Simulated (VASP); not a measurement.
# Si (a cell with a defect): relaxation of the atoms with PBE

Si (a cell with a defect):

```
Si
1.0
     0.00000    5.43000    5.43000
     5.43000    0.00000    5.43000
     5.43000    5.43000    0.00000
Si
17
Direct
  0.00000 0.00000 0.00000
  0.12500 0.12500 0.12500
  0.00000 0.00000 0.50000
  0.12500 0.12500 0.62500
  0.00000 0.50000 0.00000
  0.12500 0.62500 0.12500
  0.00000 0.50000 0.50000
  0.12500 0.62500 0.62500
  0.50000 0.00000 0.00000
  0.62500 0.12500 0.12500
  0.50000 0.00000 0.50000
  0.62500 0.12500 0.62500
  0.50000 0.50000 0.00000
  0.62500 0.62500 0.12500
  0.50000 0.50000 0.50000
  0.62500 0.62500 0.62500
  0.87045 0.37594 0.36984
```

```
Program                : VASP 6.6.1
Task                   : relaxation of the atoms
Functional             : PBE
Potentials or basis    : VASP PAW PBE potentials, release 64 (Si)
Cutoff                 : 520 eV
k mesh                 : 2 × 2 × 2
Occupations            : fermi-dirac, width 0.05 eV
Spin                   : no spin polarisation
Dipole correction      : no
Further INCAR settings : LREAL = Auto; ALGO = Normal; EDIFF = 1e-06; IBRION = 2; EDIFFG = -0.08; NSW = 45
```

```json
{"Energy gained by relaxing": "8.0 meV/atom", "Ionic steps": "6", "Pressure after relaxing": "5.3 GPa", "Largest force after relaxing": "0.041 eV/Å", "Band gap on the k mesh": "zero (bands 34 and 35 overlap by 0.25 eV)"}
```

Forces on the atoms (eV/Å):
```
Si   0.005  0.005  0.002
Si   0.004 -0.003  0.005
Si  -0.005 -0.013 -0.004
Si  -0.006  0.000 -0.006
Si  -0.003 -0.010 -0.007
Si  -0.012 -0.011  0.000
Si  -0.004 -0.009 -0.003
Si   0.005  0.016  0.004
Si  -0.006 -0.001 -0.006
Si   0.000  0.000  0.000
Si   0.002  0.005  0.005
Si   0.005 -0.003  0.004
Si   0.006  0.006  0.006
Si   0.000  0.004  0.001
Si  -0.008 -0.010 -0.003
Si   0.000 -0.010 -0.011
Si   0.016  0.035  0.014
```

Step by step:
```csv
step,energy change (eV),largest force (eV/Å),pressure (GPa)
1,0.0000,1.0738,5.84
2,-0.1312,0.1609,5.34
3,-0.1321,0.1701,5.31
4,-0.1355,0.0857,5.31
5,-0.1357,0.0901,5.31
6,-0.1364,0.0407,5.32
```

Final structure:
```
Si
1.0
     0.00000    5.43000    5.43000
     5.43000    0.00000    5.43000
     5.43000    5.43000    0.00000
Si
17
Direct
  0.99853 0.00046 0.00033
  0.12803 0.12200 0.12184
  0.00223 0.99357 0.50224
  0.12790 0.12204 0.62790
  0.00275 0.50263 0.99219
  0.12795 0.62799 0.12189
  0.00155 0.50149 0.50156
  0.12387 0.62524 0.62372
  0.50053 0.00068 0.00052
  0.62505 0.12500 0.12506
  0.50033 0.00045 0.49854
  0.62186 0.12200 0.62802
  0.50041 0.49843 0.00040
  0.62187 0.62812 0.12185
  0.49233 0.50258 0.50271
  0.62191 0.62798 0.62794
  0.87335 0.37527 0.37314
```

Levels at points of the mesh, in eV from the Fermi level:
```
           k point  band 32  band 33  band 34  band 35  band 36  band 37
(0.00, 0.00, 0.00)    -0.79    -0.79    -0.22    -0.21    -0.20     0.11
(0.50, 0.00, 0.00)    -1.40    -1.40    -0.31     0.55     0.58     0.92
(0.00, 0.50, 0.00)    -1.40    -1.40    -0.31     0.55     0.58     0.93
(0.00, 0.00, 0.50)    -1.40    -1.40    -0.31     0.56     0.58     0.92
(0.50, 0.50, 0.50)    -1.40    -1.40    -0.31     0.56     0.57     0.93
(0.50, 0.50, 0.00)    -1.86    -0.96     0.05     0.74     1.06     1.06
(0.00, 0.50, 0.50)    -1.86    -0.96     0.05     0.74     1.05     1.06
(0.50, 0.00, 0.50)    -1.86    -0.96     0.05     0.74     1.05     1.06
```

Run time: 17 min on 1 thread of Oxide Virtual Turin-like Processor, with other jobs on the host, peak memory 0.5 GiB.

Caveat: the k points lie up to 0.50 Å⁻¹ apart; the relaxation stopped at a loose force limit of 0.08 eV/Å, so its end isn't a converged minimum.
